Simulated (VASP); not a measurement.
Input of a VASP 6.6.1 run:

The input POSCAR:

```
MgS
1.0
    0.0000000000      2.7459505360      2.7459505360
    2.7459505360      0.0000000000      2.7459505360
    2.7459505360      2.7459505360      0.0000000000
Mg S
1 1
Direct
    0.0000000000      0.0000000000      0.0000000000
    0.2500000000      0.2500000000      0.2500000000
```

File INCAR.step1:

```
ALGO = Normal ; EDIFF = 1E-5
ENCUT = 520 ; GGA = PE
ISIF = 2 ; ISMEAR = 0
LASPH = True ; LCHARG = False
LREAL = False ; LWAVE = True
NBANDS = 11 ; NELM = 100
PREC = Accurate ; SIGMA = 0.01
```

File INCAR.step2:

```
ALGO = Normal ; EDIFF = 1E-6
ENCUT = 520 ; GGA = PE
HFSCREEN = 0.2079 ; ISIF = 2
ISMEAR = 0 ; ISTART = 1
LASPH = True ; LCHARG = False
LHFCALC = True ; LREAL = False
LWAVE = False ; NBANDS = 11
NELM = 100 ; PREC = Accurate
PRECFOCK = Normal ; SIGMA = 0.01
```

Contents of KPOINTS:

```
k-points
0
Gamma
  6 6 6
```

Potentials or basis: VASP PAW PBE potentials, release 64 (Mg, S).

The run is started by

```sh
$ cat potpaw_PBE.64/Mg/POTCAR potpaw_PBE.64/S/POTCAR > POTCAR
$ cp INCAR.step1 INCAR
$ mpirun -np 1 vasp_std > vasp.out
$ cp INCAR.step2 INCAR
$ mpirun -np 1 vasp_std > vasp.out
```

Task: Estimate the pressure.

Result: 6.4 GPa.

Task: Predict the band gap on the k mesh.

Result: 4.78 eV (least direct gap 5.02 eV).

Caveat: the cell differs from its parent crystal (strain -3.0%); the cell stands under pressure; the PAW data sets were made with another functional, which shifts forces and pressure a little. A k mesh can miss the band edges.
